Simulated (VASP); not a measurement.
# CsPbCl3 (P4/mmm) in VASP: a series of runs

Runs on CsPbCl3. Level: PBEsol. Tasks: single point.

Everything below comes from runs of VASP 6.6.1. Logs are shortened: lines on timing, memory, paths and dates and some standing lists are left out, and cuts for length are marked.

### Step 1. The cell of the first run

The structure is tetragonal, space group P4/mmm (No. 123). The conventional cell has a = 5.605 Å, b = 5.605 Å, c = 5.717 Å, α = 90.00°, β = 90.00°, γ = 90.00°. Within 3.7 Å of Pb (site symmetry 4/mmm) lie 6 Cl at 2.80 to 2.86 Å. Within 5.2 Å of Cs (site symmetry 4/mmm) lie 12 Cl at 3.96 to 4.00 Å and 8 Pb at 4.89 Å. Within 3.7 Å of Cl (site symmetry mmm) lie 2 Pb at 2.80 Å. Within 3.8 Å of Cl (site symmetry 4/mmm) lie 2 Pb at 2.86 Å.

### Step 2. Single point, PBEsol

The input, INCAR:

```
SYSTEM = CsPbCl3
PREC = Accurate
ENCUT = 520
EDIFF = 1E-6
ISMEAR = -1
SIGMA = 0.05
LREAL = .FALSE.
LASPH = .TRUE.
NELM = 100
ALGO = Normal
ISIF = 2
LWAVE = .FALSE.
LCHARG = .FALSE.
GGA = PS
NBANDS = 30
```

The input, KPOINTS:

```
regular mesh
0
G
  4 4 4
  0 0 0
```

The input, POSCAR:

```
CsPbCl3
1.0
    5.6050000000      0.0000000000      0.0000000000
    0.0000000000      5.6050000000      0.0000000000
    0.0000000000      0.0000000000      5.7171000000
Pb Cs Cl
1 1 3
Direct
    0.5000000000      0.5000000000      0.5000000000
    0.0000000000      0.0000000000      0.0000000000
    0.5000000000      0.0000000000      0.5000000000
    0.0000000000      0.5000000000      0.5000000000
    0.5000000000      0.5000000000      0.0000000000
```

Potentials or basis: VASP PAW PBE potentials, release 64 (Pb_d, Cs_sv, Cl).

On the command line:

```
cat potpaw_PBE.64/Pb_d/POTCAR potpaw_PBE.64/Cs_sv/POTCAR potpaw_PBE.64/Cl/POTCAR > POTCAR
mpirun -np 1 vasp_std > vasp.out
```

OUTCAR:

```text
SYSTEM = CsPbCl3
   PREC = Accurate
   ENCUT = 520
   EDIFF = 1E-6
   ISMEAR = -1
   LREAL = .FALSE.
   LASPH = .TRUE.
   NELM = 100
   ISIF = 2
   GGA = PS

 ion  position               nearest neighbor table
   1  0.500  0.500  0.500-   3 2.80   4 2.80   3 2.80   4 2.80   5 2.86   5 2.86
   2  0.000  0.000  0.000-
   3  0.500  0.000  0.500-   1 2.80   1 2.80
   4  0.000  0.500  0.500-   1 2.80   1 2.80
   5  0.500  0.500  0.000-   1 2.86   1 2.86

  LATTYP: Found a simple tetragonal cell.
 ALAT       =     5.6050000000
 C/A-ratio  =     1.0200000000

  Lattice vectors:

 A1 = (   5.6050000000,   0.0000000000,   0.0000000000)
 A2 = (   0.0000000000,   5.6050000000,   0.0000000000)
 A3 = (   0.0000000000,   0.0000000000,   5.7171000000)

Analysis of symmetry for initial positions (statically):
=====================================================================
 Subroutine PRICEL returns:
 Original cell was already a primitive cell.

 Routine SETGRP: Setting up the symmetry group for a
 simple tetragonal supercell.

 Subroutine GETGRP returns: Found 16 space group operations
 (whereof 16 operations were pure point group operations)
 out of a pool of 16 trial point group operations.

The static configuration has the point symmetry D_4h.

Analysis of symmetry for dynamics (positions and initial velocities):
=====================================================================
 Subroutine PRICEL returns:
 Original cell was already a primitive cell.

 Routine SETGRP: Setting up the symmetry group for a
 simple tetragonal supercell.

 Subroutine GETGRP returns: Found 16 space group operations
 (whereof 16 operations were pure point group operations)
 out of a pool of 16 trial point group operations.

The dynamic configuration has the point symmetry D_4h.

 Subroutine INISYM returns: Found 16 space group operations
 (whereof 16 operations are pure point group operations),
 and found     1 'primitive' translations

----------------------------------------------------------------------------------------

                                     Primitive cell

  volume of cell :     179.6086

  direct lattice vectors                    reciprocal lattice vectors
     5.605000000  0.000000000  0.000000000     0.178412132  0.000000000  0.000000000
     0.000000000  5.605000000  0.000000000     0.000000000  0.178412132  0.000000000
     0.000000000  0.000000000  5.717100000     0.000000000  0.000000000  0.174913855

  length of vectors
     5.605000000  5.605000000  5.717100000     0.178412132  0.178412132  0.174913855

  position of ions in fractional coordinates (direct lattice)
     0.500000000  0.500000000  0.500000000
     0.000000000  0.000000000  0.000000000
     0.500000000  0.000000000  0.500000000
     0.000000000  0.500000000  0.500000000
     0.500000000  0.500000000  0.000000000

  ion indices of the primitive-cell ions
   primitive index   ion index
                 1           1
                 2           2
                 3           3
                 4           4
                 5           5

----------------------------------------------------------------------------------------

 KPOINTS: regular mesh

Automatic generation of k-mesh.
 Grid dimensions read from file:
 generate k-points for:    4    4    4

 Generating k-lattice:

  Cartesian coordinates                     Fractional coordinates (reciprocal lattice)
     0.044603033  0.000000000  0.000000000     0.250000000  0.000000000  0.000000000
     0.000000000  0.044603033  0.000000000     0.000000000  0.250000000  0.000000000
     0.000000000  0.000000000  0.043728464     0.000000000  0.000000000  0.250000000

  Length of vectors
     0.044603033  0.044603033  0.043728464

  Shift w.r.t. Gamma in fractional coordinates (k-lattice)
     0.000000000  0.000000000  0.000000000

 Subroutine IBZKPT returns following result:
 ===========================================

 Found     18 irreducible k-points:

 Following reciprocal coordinates:
            Coordinates               Weight
  0.000000  0.000000  0.000000      1.000000
  0.250000  0.000000  0.000000      4.000000
  0.500000  0.000000  0.000000      2.000000
  0.250000  0.250000  0.000000      4.000000
  0.500000  0.250000  0.000000      4.000000
  0.500000  0.500000  0.000000      1.000000
[... 10 lines left out ...]
  0.500000  0.250000  0.500000      4.000000
  0.500000  0.500000  0.500000      1.000000
   k-points           NKPTS =     18   k-points in BZ     NKDIM =     18   number of bands    NBANDS=     30
   number of dos      NEDOS =    301   number of ions     NIONS =      5
   total plane-waves  NPLWV =  84672
   dimension x,y,z NGX =    42 NGY =   42 NGZ =   48
   dimension x,y,z NGXF=    84 NGYF=   84 NGZF=   96
   ions per type =               1   1   3
   NGX,Y,Z   is equivalent  to a cutoff of  12.46, 12.46, 13.96 a.u.
   NGXF,Y,Z  is equivalent  to a cutoff of  24.91, 24.91, 27.92 a.u.
 SYSTEM =  CsPbCl3
   PREC   = accura    normal or accurate (medium, high low for compatibility)
   ISTART =      0    job   : 0-new  1-cont  2-samecut
   ICHARG =      2    charge: 1-file 2-atom 10-const
   ISPIN  =      1    spin polarized calculation?
   LNONCOLLINEAR =      F non collinear calculations
   LSORBIT =      F    spin-orbit coupling
   LASPH  =      T    aspherical Exc in radial PAW
   ENCUT  =  520.0 eV  38.22 Ry    6.18 a.u.  10.42 10.42 10.63*2*pi/ulx,y,z
   NELM   =    100;   NELMIN=  2; NELMDL= -5     # of ELM steps
   EDIFF  = 0.1E-05   stopping-criterion for ELM
   LREAL  =      F    real-space projection
   EDIFFG = 0.1E-04   stopping-criterion for IOM
   NSW    =      0    number of steps for IOM
   IBRION =     -1    ionic relax: 0-MD 1-quasi-New 2-CG
   NFREE  =      0    steps in history (QN), initial steepest desc. (CG)
   ISIF   =      2    stress and relaxation
   ISYM   =      2    0-nonsym 1-usesym 2-fastsym
   POTIM  = 0.5000    time-step for ionic-motion
   TEBEG  =    0.0;   TEEND  =   0.0 temperature during run
   PSTRESS=    0.0 pullay stress
   NELECT =      44.0000    total number of electrons
   NUPDOWN=      -1.0000    fix difference up-down
   EMIN   =  10.00;   EMAX   =-10.00  energy-range for DOS
   EFERMI =   0.00;   METHOD = LEGACY
   ISMEAR =    -1;   SIGMA  =   0.05  broadening in eV -4-tet -1-fermi 0-gaus
   EFERMI_NEDOS =   21; number of points for ismear=-14 and -15
   IALGO  =     38    algorithm
   IMIX   =      4    mixing-type and parameters
     AMIX     =   0.40;   BMIX     =  1.00
     AMIX_MAG =   1.60;   BMIX_MAG =  1.00
  volume/ion in A,a.u.               =      35.92       242.41
  Fermi-wavevector in a.u.,A,eV,Ry     =   1.024354  1.935748 14.276607  1.049301
  Thomas-Fermi vector in A             =   2.158137
   LORBIT       =      0    0 simple, 1 ext, 2 COOP (PROOUT), +10 PAW based schemes
   GGA     = PS    functional components
   LHFCALC =     F    Hartree Fock is set to
   AEXX    =    0.0000 exact exchange contribution
   IVDW    =     0    specifies the selected vdW correction
   LEPSILON=     F    determine dielectric tensor
   LRPA    =     F    only Hartree local field effects (RPA)
 non-spin polarized calculation
  energy-cutoff  :      520.00
  volume of cell :      179.61
 maximum number of plane-waves:      4853
 NGX is ok and might be reduce to    42
   NGX = 21   NGY = 21   NGZ = 21

 number of electron      44.0000003 magnetization

 Free energy of the ion-electron system (eV)
  ---------------------------------------------------
  ext. energy  EPLUGINS =         0.00000000
  ---------------------------------------------------
  free energy    TOTEN  =       -18.35146513 eV

  energy without entropy =      -18.35146513  energy(sigma->0) =      -18.35146513

 E-fermi :   2.3650     XC(G=0):  -7.9199

 val. band max:        1.4693046839   @ k =   0.5000   0.5000   0.5000
 cond. band min:       3.2581473911   @ k =   0.5000   0.5000   0.5000
 fundamental gap:      1.7888427072
 Fermi energy:         2.3649785699

 k-point     1 :       0.0000    0.0000    0.0000
  band No.  band energies     occupation
      1     -19.7788      2.00000
      2     -15.2370      2.00000
      3     -15.2036      2.00000
      4     -14.9953      2.00000
      5     -14.9953      2.00000
      6     -14.9896      2.00000
[... 22 lines left out ...]
     29       7.3212      0.00000
     30       7.6364      0.00000

 k-point     2 :       0.2500    0.0000    0.0000
  band No.  band energies     occupation
      1     -19.7777      2.00000
      2     -15.2178      2.00000
      3     -15.1699      2.00000
      4     -14.9961      2.00000
      5     -14.9953      2.00000
      6     -14.9904      2.00000
[... 22 lines left out ...]
     29       6.8893      0.00000
     30       7.6226      0.00000

 k-point     3 :       0.5000    0.0000    0.0000
  band No.  band energies     occupation
      1     -19.7767      2.00000
      2     -15.2149      2.00000
      3     -15.1175      2.00000
      4     -14.9969      2.00000
      5     -14.9953      2.00000
      6     -14.9912      2.00000
[... 22 lines left out ...]
     29       7.2396      0.00000
     30       8.3546      0.00000

 k-point     4 :       0.2500    0.2500    0.0000
  band No.  band energies     occupation
      1     -19.7768      2.00000
      2     -15.1759      2.00000
      3     -15.1563      2.00000
      4     -14.9961      2.00000
      5     -14.9960      2.00000
      6     -14.9912      2.00000
[... 418 lines left out ...]
     29       7.6284      0.00000
     30       7.6598      0.00000

 k-point    17 :       0.5000    0.2500    0.5000
  band No.  band energies     occupation
      1     -19.7745      2.00000
      2     -15.1267      2.00000
      3     -15.0571      2.00000
      4     -14.9979      2.00000
      5     -14.9972      2.00000
      6     -14.9919      2.00000
[... 22 lines left out ...]
     29       7.3450      0.00000
     30       7.7262      0.00000

 k-point    18 :       0.5000    0.5000    0.5000
  band No.  band energies     occupation
      1     -19.7737      2.00000
      2     -15.0617      2.00000
      3     -15.0557      2.00000
      4     -14.9980      2.00000
      5     -14.9980      2.00000
      6     -14.9927      2.00000
[... 22 lines left out ...]
     29       7.1028      0.00000
     30       8.2721      0.00000

------------------------ aborting loop because EDIFF is reached ----------------------------------------

  FORCE on cell =-STRESS in cart. coord.  units (eV):
  Direction    XX          YY          ZZ          XY          YZ          ZX
  --------------------------------------------------------------------------------------
  -------------------------------------------------------------------------------------
  Total        0.0885873      0.0885873     -0.9667070      0.0000000      0.0000000      0.0000000
  in kB        0.7902327      0.7902327     -8.6233980      0.0000000      0.0000000      0.0000000
  external PRESSURE =      -2.3476442 kB  Pullay stress =       0.0000000 kB

 VOLUME and BASIS-vectors are now :
 -----------------------------------------------------------------------------
  energy-cutoff  :      520.00
  volume of cell :      179.61
      direct lattice vectors                 reciprocal lattice vectors
     5.605000000  0.000000000  0.000000000     0.178412132  0.000000000  0.000000000
     0.000000000  5.605000000  0.000000000     0.000000000  0.178412132  0.000000000
     0.000000000  0.000000000  5.717100000     0.000000000  0.000000000  0.174913855

 POSITION                                       TOTAL-FORCE (eV/Angst)
 -----------------------------------------------------------------------------------
      2.80250      2.80250      2.85855         0.000000      0.000000      0.000000
      0.00000      0.00000      0.00000         0.000000      0.000000      0.000000
      2.80250      0.00000      2.85855         0.000000      0.000000      0.000000
      0.00000      2.80250      2.85855         0.000000      0.000000      0.000000
      2.80250      2.80250      0.00000         0.000000      0.000000      0.000000
 -----------------------------------------------------------------------------------
    total drift:                                0.000000     -0.000000     -0.000000

  FREE ENERGIE OF THE ION-ELECTRON SYSTEM (eV)
  ---------------------------------------------------
  free  energy   TOTEN  =       -18.3514651315 eV

  energy  without entropy=      -18.3514651304  energy(sigma->0) =      -18.35146513
```

Run time: 62 s. Hardware: 1 thread of Intel Xeon Platinum 8375C at 2.90GHz (Ice Lake), shared host; peak memory 0.32 GiB.

What came out:

```yaml
Free_energy: -18.3515 eV
Pressure: -0.2 GPa
Band_gap_on_the_k_mesh: 1.79 eV, direct
```

Caveat: the PAW data sets were made with another functional, which shifts forces and pressure a little; spin-orbit coupling is left out, which moves the levels of the heavy elements.

### Step 3. Single point, PBEsol

This run uses another cell than the first one, of 36.63 Å³/atom, 1.020 times its volume.

Edit INCAR of step 2 so:

```diff
@@ -8,3 +8,3 @@
 LASPH = .TRUE.
-NELM = 100
+NELM = 60
 ALGO = Normal
```

The input, KPOINTS:

```
Automatic mesh
0
G
  4 4 4
  0 0 0
```

Edit POSCAR of step 2 so:

```diff
@@ -4,3 +4,3 @@
     0.0000000000      5.6050000000      0.0000000000
-    0.0000000000      0.0000000000      5.7171000000
+    0.0000000000      0.0000000000      5.8292000000
 Pb Cs Cl
```

Potentials or basis: VASP PAW PBE potentials, release 64 (Pb_d, Cs_sv, Cl).

On the command line:

```
cat potpaw_PBE.64/Pb_d/POTCAR potpaw_PBE.64/Cs_sv/POTCAR potpaw_PBE.64/Cl/POTCAR > POTCAR
mpirun -np 1 vasp_std > vasp.out
```

Wall time 61 s (1 thread of Intel Xeon Platinum 8375C at 2.90GHz (Ice Lake), shared host); peak memory 0.32 GiB.

The run converged. Its results:

* Free energy: -18.3238 eV
* Pressure: -0.6 GPa
* Band gap on the k mesh: 1.77 eV, direct

Stress tensor (GPa, compression positive):
```
-0.07  0.00  0.00
 0.00 -0.07  0.00
 0.00  0.00 -1.72
```

Levels at points of the mesh, in eV from the valence-band top:
```
           k point  band 19  band 20  band 21  band 22  band 23  band 24  band 25  band 26
(0.00, 0.00, 0.00)    -2.34    -2.27    -2.24    -2.24     3.39     4.42     4.52     5.30
(0.50, 0.00, 0.00)    -2.44    -2.37    -2.32    -1.48     3.04     4.79     4.92     5.41
(0.50, 0.50, 0.00)    -2.47    -2.47    -1.94    -0.61     2.52     2.52     4.48     5.51
(0.00, 0.00, 0.50)    -2.37    -2.37    -2.37    -1.70     2.88     4.69     5.20     5.47
(0.50, 0.00, 0.50)    -2.50    -2.46    -1.97    -0.82     2.37     2.64     5.10     5.47
(0.50, 0.50, 0.50)    -1.95    -1.95    -1.94     0.00     1.77     2.04     2.04     5.16
```

Caveat: the PAW data sets were made with another functional, which shifts forces and pressure a little; spin-orbit coupling is left out, which moves the levels of the heavy elements.
